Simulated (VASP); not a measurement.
A run of VASP 6.6.1:

INCAR

```
ALGO     = Normal         # electronic algorithm
EDIFF    = 1E-6           # SCF threshold, eV
ENCUT    = 600            # plane-wave cutoff, eV
GGA      = PE             # functional
GGA_COMPAT= F            
ISIF     = 2              # what is computed and relaxed
ISMEAR   = 0              # smearing method
IVDW     = 13             # dispersion correction
LASPH    = T              # aspherical terms in the spheres
LCHARG   = F              # write CHGCAR
LREAL    = F              # projectors in reciprocal space
LWAVE    = F              # write WAVECAR
NBANDS   = 28             # bands
NELM     = 120            # most SCF steps
PREC     = Accurate       # precision mode
SIGMA    = 0.01           # smearing width, eV
```

KPOINTS

```
k-points
0
Gamma
  6 6 6
```

The input POSCAR:

```
BaTiO3
1.0
    4.1037370749      0.0000000000      0.0000000000
    0.0000000000      4.1037370749      0.0000000000
    0.0000000000      0.0000000000      4.1224100122
Ba Ti O
1 1 3
Direct
    0.0000000000      0.0000000000      0.0000000000
    0.5000000000      0.5000000000      0.4900000000
    0.5000000000      0.5000000000      0.0190000000
    0.5000000000      0.0000000000      0.5170000000
    0.0000000000      0.5000000000      0.5170000000
```

Potentials or basis: VASP PAW PBE potentials, release 64 (Ba_sv, Ti_sv, O).

The run is started by

```console
$ cat potpaw_PBE.64/Ba_sv/POTCAR potpaw_PBE.64/Ti_sv/POTCAR potpaw_PBE.64/O/POTCAR > POTCAR
$ mpirun -np 1 vasp_std > vasp.out
```

Hardware: 1 thread of Intel(R) Xeon(R) Platinum 8488C (Sapphire Rapids), on a shared host.

Question: How long does it take, and how much memory?

Answer: Run time: 71 s on 1 thread of Intel(R) Xeon(R) Platinum 8488C (Sapphire Rapids), on a shared host, peak memory 0.26 GiB. Counts: scf iterations 16, k points 40.
